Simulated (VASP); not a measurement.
Write the native input for VASP 6.6.1 that does the following.

```
Task                   : single point
Functional             : PBE
Potentials or basis    : VASP PAW PBE potentials, release 64 (Ca_sv, Al, O)
Cutoff                 : 520 eV
k mesh                 : 4 × 4 × 4
Occupations            : gaussian, width 0.1 eV
Spin                   : no spin polarisation
Dipole correction      : no
Further INCAR settings : ALGO = Normal; EDIFF = 1e-07; NBANDS = 24
```

The structure of Ca2Al2O lies in POSCAR:

```
Ca2Al2O
1.0
    4.2097461500      0.0000000000      0.0000000000
    0.0000000000      4.2097461500      0.0000000000
    0.0000000000      0.0000000000      5.6705982400
Ca Al O
2 2 1
Direct
    0.0000000000      0.5000000000      0.5000000000
    0.5000000000      0.0000000000      0.5000000000
    0.5000000000      0.5000000000      0.1990660400
    0.5000000000      0.5000000000      0.8009339600
    0.0000000000      0.0000000000      0.0000000000
```

The cell was generated, and may not be a known phase.

The input as run:

INCAR

```
SYSTEM = Ca2Al2O
  ALGO = Normal
  EDIFF = 1E-7
  ENCUT = 520
  GGA = PE
  ISIF = 2
  ISMEAR = 0
  LASPH = .TRUE.
  LCHARG = .FALSE.
  LREAL = .FALSE.
  LWAVE = .FALSE.
  NBANDS = 24
  NELM = 60
  PREC = Accurate
  SIGMA = 0.1
```

KPOINTS

```
k-points
0
G
  4 4 4
  0 0 0
```

Potentials or basis: VASP PAW PBE potentials, release 64 (Ca_sv, Al, O).

Run with:

```bash
$ cat potpaw_PBE.64/Ca_sv/POTCAR potpaw_PBE.64/Al/POTCAR potpaw_PBE.64/O/POTCAR > POTCAR
$ mpirun -np 1 vasp_std > vasp.out
```

It gave:

```
Pressure               : 17.7 GPa
Largest force          : 1.396 eV/Å
Band gap on the k mesh : zero (bands 16 and 17 overlap by 0.84 eV)
```

Caveat: the k points lie up to 0.37 Å⁻¹ apart, too coarse for converged energies and pressures of a metal; forces of over 1 eV/Å act on the atoms, so gaps and moduli don't describe the material at rest.

Wall time 38 s on 1 thread of Intel(R) Xeon(R) Platinum 8259CL CPU @ 2.50GHz (Skylake/Cascade Lake) (shared host), peak memory 0.21 GiB.
